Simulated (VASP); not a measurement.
# SiC (F-43m) in VASP: single point with PBEsol

Aim: the single point of SiC with PBEsol.

Everything below comes from runs of VASP 6.6.1. Logs are shortened: lines on timing, memory, paths and dates and some standing lists are left out, and cuts for length are marked.

## (1) The cell of the first run

The structure is cubic, space group F-43m (No. 216). The conventional cell has a = 4.357 Å, b = 4.357 Å, c = 4.357 Å, α = 90.00°, β = 90.00°, γ = 90.00°. Si (site symmetry -43m) has 4 C at 1.89 Å within 2.5 Å. Within 2.5 Å of C (site symmetry -43m) lie 4 Si at 1.89 Å.

## (2) Single point, PBEsol

Contents of INCAR:

```
PREC     = Accurate       # precision mode
ENCUT    = 520            # plane-wave cutoff, eV
EDIFF    = 1E-6           # SCF threshold, eV
ISMEAR   = 0              # smearing method
SIGMA    = 0.02           # smearing width, eV
LREAL    = False          # projectors in reciprocal space
LASPH    = True           # aspherical terms in the spheres
NELM     = 60             # most SCF steps
ALGO     = Normal         # electronic algorithm
ISIF     = 2              # what is computed and relaxed
LWAVE    = False          # write WAVECAR
LCHARG   = False          # write CHGCAR
GGA      = PS             # functional
NBANDS   = 11             # bands
```

Contents of KPOINTS:

```
Automatic mesh
0
Gamma
  10 10 10
```

Contents of POSCAR:

```
SiC
1.0
    0.0000000000      2.1783973796      2.1783973796
    2.1783973796      0.0000000000      2.1783973796
    2.1783973796      2.1783973796      0.0000000000
Si C
1 1
Direct
    0.2500000000      0.2500000000      0.2500000000
    0.0000000000      0.0000000000      0.0000000000
```

Potentials or basis: VASP PAW PBE potentials, release 64 (Si, C).

On the command line:

```console
$ cat potpaw_PBE.64/Si/POTCAR potpaw_PBE.64/C/POTCAR > POTCAR
$ mpirun -np 1 vasp_std > vasp.out
```

OUTCAR:

```text
PREC = Accurate
   ENCUT = 520
   EDIFF = 1E-6
   ISMEAR = 0
   LREAL = False
   LASPH = True
   NELM = 60
   ISIF = 2
   GGA = PS

 ion  position               nearest neighbor table
   1  0.250  0.250  0.250-   2 1.89   2 1.89   2 1.89   2 1.89
   2  0.000  0.000  0.000-   1 1.89   1 1.89   1 1.89   1 1.89

  LATTYP: Found a face centered cubic cell.
 ALAT       =     4.3567947592

  Lattice vectors:

 A1 = (   0.0000000000,   2.1783973796,   2.1783973796)
 A2 = (   2.1783973796,   0.0000000000,   2.1783973796)
 A3 = (   2.1783973796,   2.1783973796,   0.0000000000)

Analysis of symmetry for initial positions (statically):
=====================================================================
 Subroutine PRICEL returns:
 Original cell was already a primitive cell.

 Routine SETGRP: Setting up the symmetry group for a
 face centered cubic supercell.

 Subroutine GETGRP returns: Found 24 space group operations
 (whereof 24 operations were pure point group operations)
 out of a pool of 48 trial point group operations.

The static configuration has the point symmetry T_d .

Analysis of symmetry for dynamics (positions and initial velocities):
=====================================================================
 Subroutine PRICEL returns:
 Original cell was already a primitive cell.

 Routine SETGRP: Setting up the symmetry group for a
 face centered cubic supercell.

 Subroutine GETGRP returns: Found 24 space group operations
 (whereof 24 operations were pure point group operations)
 out of a pool of 48 trial point group operations.

The dynamic configuration has the point symmetry T_d .

 Subroutine INISYM returns: Found 24 space group operations
 (whereof 24 operations are pure point group operations),
 and found     1 'primitive' translations

----------------------------------------------------------------------------------------

                                     Primitive cell

  volume of cell :      20.6748

  direct lattice vectors                    reciprocal lattice vectors
     0.000000000  2.178397380  2.178397380    -0.229526534  0.229526534  0.229526534
     2.178397380  0.000000000  2.178397380     0.229526534 -0.229526534  0.229526534
     2.178397380  2.178397380  0.000000000     0.229526534  0.229526534 -0.229526534

  length of vectors
     3.080719118  3.080719118  3.080719118     0.397551618  0.397551618  0.397551618

  position of ions in fractional coordinates (direct lattice)
     0.250000000  0.250000000  0.250000000
     0.000000000  0.000000000  0.000000000

  ion indices of the primitive-cell ions
   primitive index   ion index
                 1           1
                 2           2

----------------------------------------------------------------------------------------

 KPOINTS: Automatic mesh

Automatic generation of k-mesh.
 Grid dimensions read from file:
 generate k-points for:   10   10   10

 Generating k-lattice:

  Cartesian coordinates                     Fractional coordinates (reciprocal lattice)
    -0.022952653  0.022952653  0.022952653     0.100000000  0.000000000  0.000000000
     0.022952653 -0.022952653  0.022952653     0.000000000  0.100000000  0.000000000
     0.022952653  0.022952653 -0.022952653     0.000000000  0.000000000  0.100000000

  Length of vectors
     0.039755162  0.039755162  0.039755162

  Shift w.r.t. Gamma in fractional coordinates (k-lattice)
     0.000000000  0.000000000  0.000000000

 Subroutine IBZKPT returns following result:
 ===========================================

 Found     47 irreducible k-points:

 Following reciprocal coordinates:
            Coordinates               Weight
  0.000000  0.000000  0.000000      1.000000
  0.100000  0.000000  0.000000      8.000000
  0.200000  0.000000  0.000000      8.000000
  0.300000  0.000000  0.000000      8.000000
  0.400000  0.000000  0.000000      8.000000
  0.500000  0.000000  0.000000      4.000000
[... 16 lines left out ...]
  0.300000  0.300000  0.000000      6.000000
  0.400000  0.300000  0.000000     24.000000
 [... further k-points ...]
   k-points           NKPTS =     47   k-points in BZ     NKDIM =     47   number of bands    NBANDS=     11
   number of dos      NEDOS =    301   number of ions     NIONS =      2
   total plane-waves  NPLWV =  13824
   dimension x,y,z NGX =    24 NGY =   24 NGZ =   24
   dimension x,y,z NGXF=    48 NGYF=   48 NGZF=   48
   ions per type =               1   1
   NGX,Y,Z   is equivalent  to a cutoff of  12.95, 12.95, 12.95 a.u.
   NGXF,Y,Z  is equivalent  to a cutoff of  25.90, 25.90, 25.90 a.u.
 SYSTEM =  unknown system
   PREC   = accura    normal or accurate (medium, high low for compatibility)
   ISTART =      0    job   : 0-new  1-cont  2-samecut
   ICHARG =      2    charge: 1-file 2-atom 10-const
   ISPIN  =      1    spin polarized calculation?
   LNONCOLLINEAR =      F non collinear calculations
   LSORBIT =      F    spin-orbit coupling
   LASPH  =      T    aspherical Exc in radial PAW
   ENCUT  =  520.0 eV  38.22 Ry    6.18 a.u.   5.73  5.73  5.73*2*pi/ulx,y,z
   NELM   =     60;   NELMIN=  2; NELMDL= -5     # of ELM steps
   EDIFF  = 0.1E-05   stopping-criterion for ELM
   LREAL  =      F    real-space projection
   EDIFFG = 0.1E-04   stopping-criterion for IOM
   NSW    =      0    number of steps for IOM
   IBRION =     -1    ionic relax: 0-MD 1-quasi-New 2-CG
   NFREE  =      0    steps in history (QN), initial steepest desc. (CG)
   ISIF   =      2    stress and relaxation
   ISYM   =      2    0-nonsym 1-usesym 2-fastsym
   POTIM  = 0.5000    time-step for ionic-motion
   TEBEG  =    0.0;   TEEND  =   0.0 temperature during run
   PSTRESS=    0.0 pullay stress
   NELECT =       8.0000    total number of electrons
   NUPDOWN=      -1.0000    fix difference up-down
   EMIN   =  10.00;   EMAX   =-10.00  energy-range for DOS
   EFERMI =   0.00;   METHOD = LEGACY
   ISMEAR =     0;   SIGMA  =   0.02  broadening in eV -4-tet -1-fermi 0-gaus
   EFERMI_NEDOS =   21; number of points for ismear=-14 and -15
   IALGO  =     38    algorithm
   IMIX   =      4    mixing-type and parameters
     AMIX     =   0.40;   BMIX     =  1.00
     AMIX_MAG =   1.60;   BMIX_MAG =  1.00
  volume/ion in A,a.u.               =      10.34        69.76
  Fermi-wavevector in a.u.,A,eV,Ry     =   1.192956  2.254360 19.363047  1.423144
  Thomas-Fermi vector in A             =   2.328982
   LORBIT       =      0    0 simple, 1 ext, 2 COOP (PROOUT), +10 PAW based schemes
   GGA     = PS    functional components
   LHFCALC =     F    Hartree Fock is set to
   AEXX    =    0.0000 exact exchange contribution
   IVDW    =     0    specifies the selected vdW correction
   LEPSILON=     F    determine dielectric tensor
   LRPA    =     F    only Hartree local field effects (RPA)
 non-spin polarized calculation
 Gauss-broadening in eV      SIGMA  =   0.02
  energy-cutoff  :      520.00
  volume of cell :       20.67
 maximum number of plane-waves:       568
   NGX = 11   NGY = 11   NGZ = 11

 number of electron       8.0000001 magnetization

 Free energy of the ion-electron system (eV)
  ---------------------------------------------------
  ext. energy  EPLUGINS =         0.00000000
  ---------------------------------------------------
  free energy    TOTEN  =       -15.91494999 eV

  energy without entropy =      -15.91494999  energy(sigma->0) =      -15.91494999

 E-fermi :   8.1869     XC(G=0): -11.5085

 val. band max:        8.0659151397   @ k =   0.0000   0.0000   0.0000
 cond. band min:       9.2989171440   @ k =   0.5000   0.5000   0.0000
 fundamental gap:      1.2330020043
 Fermi energy:         8.1868816733

 k-point     1 :       0.0000    0.0000    0.0000
  band No.  band energies     occupation
      1      -7.3648      2.00000
      2       8.0659      2.00000
      3       8.0659      2.00000
      4       8.0659      2.00000
      5      14.2628      0.00000
      6      15.3141      0.00000
      7      15.3141      0.00000
      8      15.3141      0.00000
      9      22.5270      0.00000
     10      22.5270      0.00000
     11      24.3412      0.00000

 k-point     2 :       0.1000    0.0000    0.0000
  band No.  band energies     occupation
      1      -7.1685      2.00000
      2       7.0506      2.00000
      3       7.9311      2.00000
      4       7.9311      2.00000
      5      14.5128      0.00000
      6      15.5585      0.00000
      7      15.5585      0.00000
      8      15.5959      0.00000
      9      21.5504      0.00000
     10      21.5504      0.00000
     11      24.1417      0.00000

 k-point     3 :       0.2000    0.0000    0.0000
  band No.  band energies     occupation
      1      -6.5880      2.00000
      2       4.9194      2.00000
      3       7.6223      2.00000
      4       7.6223      2.00000
      5      14.2134      0.00000
      6      15.9153      0.00000
      7      15.9153      0.00000
      8      16.7919      0.00000
      9      20.8760      0.00000
     10      20.8760      0.00000
     11      23.2598      0.00000

 k-point     4 :       0.3000    0.0000    0.0000
  band No.  band energies     occupation
      1      -5.6578      2.00000
      2       2.5940      2.00000
      3       7.3051      2.00000
      4       7.3051      2.00000
      5      13.8049      0.00000
      6      15.7659      0.00000
      7      15.7659      0.00000
      8      17.7346      0.00000
      9      21.7031      0.00000
     10      21.7031      0.00000
     11      23.0081      0.00000

 k-point     5 :       0.4000    0.0000    0.0000
  band No.  band energies     occupation
      1      -4.5019      2.00000
      2       0.5231      2.00000
      3       7.0860      2.00000
      4       7.0860      2.00000
      5      13.5370      0.00000
      6      15.3795      0.00000
      7      15.3795      0.00000
      8      17.9913      0.00000
      9      23.6149      0.00000
     10      23.6341      0.00000
     11      23.6341      0.00000
[... 211 lines left out ...]
 k-point    21 :      -0.3000    0.2000    0.0000
  band No.  band energies     occupation
      1      -4.2759      2.00000
      2       1.6202      2.00000
      3       4.2205      2.00000
      4       6.8881      2.00000
      5      13.5607      0.00000
      6      16.2468      0.00000
      7      16.7481      0.00000
      8      18.2931      0.00000
      9      20.7164      0.00000
     10      23.4033      0.00000
     11      27.0015      0.00000

 k-point    22 :      -0.2000    0.2000    0.0000
  band No.  band energies     occupation
      1      -5.3460      2.00000
      2       3.2491      2.00000
      3       4.8115      2.00000
      4       7.4163      2.00000
      5      14.5480      0.00000
      6      16.0038      0.00000
      7      16.3779      0.00000
      8      17.1558      0.00000
      9      19.5002      0.00000
     10      23.3705      0.00000
     11      27.1226      0.00000

 k-point    23 :       0.3000    0.3000    0.0000
  band No.  band energies     occupation
      1      -5.0794      2.00000
      2       3.7086      2.00000
      3       5.6820      2.00000
      4       5.6820      2.00000
      5      11.1234      0.00000
      6      13.5649      0.00000
      7      19.5443      0.00000
      8      19.5443      0.00000
      9      20.4050      0.00000
     10      25.1105      0.00000
     11      29.6547      0.00000

 k-point    24 :       0.4000    0.3000    0.0000
  band No.  band energies     occupation
      1      -4.2029      2.00000
      2       2.4788      2.00000
      3       4.8802      2.00000
      4       5.4183      2.00000
      5      10.8229      0.00000
      6      13.5809      0.00000
      7      19.6280      0.00000
      8      19.9365      0.00000
      9      21.7537      0.00000
     10      26.0872      0.00000
     11      29.2475      0.00000

 [... further k-points ...]
[... 5 lines left out ...]
  --------------------------------------------------------------------------------------
  -------------------------------------------------------------------------------------
  Total        0.0463670      0.0463670      0.0463670      0.0000000     -0.0000000      0.0000000
  in kB        3.5931713      3.5931713      3.5931713      0.0000000     -0.0000000      0.0000000
  external PRESSURE =       3.5931713 kB  Pullay stress =       0.0000000 kB

 VOLUME and BASIS-vectors are now :
 -----------------------------------------------------------------------------
  energy-cutoff  :      520.00
  volume of cell :       20.67
      direct lattice vectors                 reciprocal lattice vectors
     0.000000000  2.178397380  2.178397380    -0.229526534  0.229526534  0.229526534
     2.178397380  0.000000000  2.178397380     0.229526534 -0.229526534  0.229526534
     2.178397380  2.178397380  0.000000000     0.229526534  0.229526534 -0.229526534

 POSITION                                       TOTAL-FORCE (eV/Angst)
 -----------------------------------------------------------------------------------
      1.08920      1.08920      1.08920        -0.000000      0.000000     -0.000000
      0.00000      0.00000      0.00000         0.000000     -0.000000      0.000000
 -----------------------------------------------------------------------------------
    total drift:                               -0.000000     -0.000000     -0.000000

  FREE ENERGIE OF THE ION-ELECTRON SYSTEM (eV)
  ---------------------------------------------------
  free  energy   TOTEN  =       -15.9149499861 eV

  energy  without entropy=      -15.9149499861  energy(sigma->0) =      -15.91494999
```

It took 22 s on 1 thread of AMD EPYC, shared host; peak memory 0.1 GiB.

What came out:

- Free energy: -15.9149 eV
- Pressure: 0.4 GPa
- Band gap on the k mesh: 1.23 eV, indirect (least direct gap 4.44 eV)

Caveat: the PAW data sets were made with another functional, which shifts forces and pressure a little. A k mesh can miss the band edges.
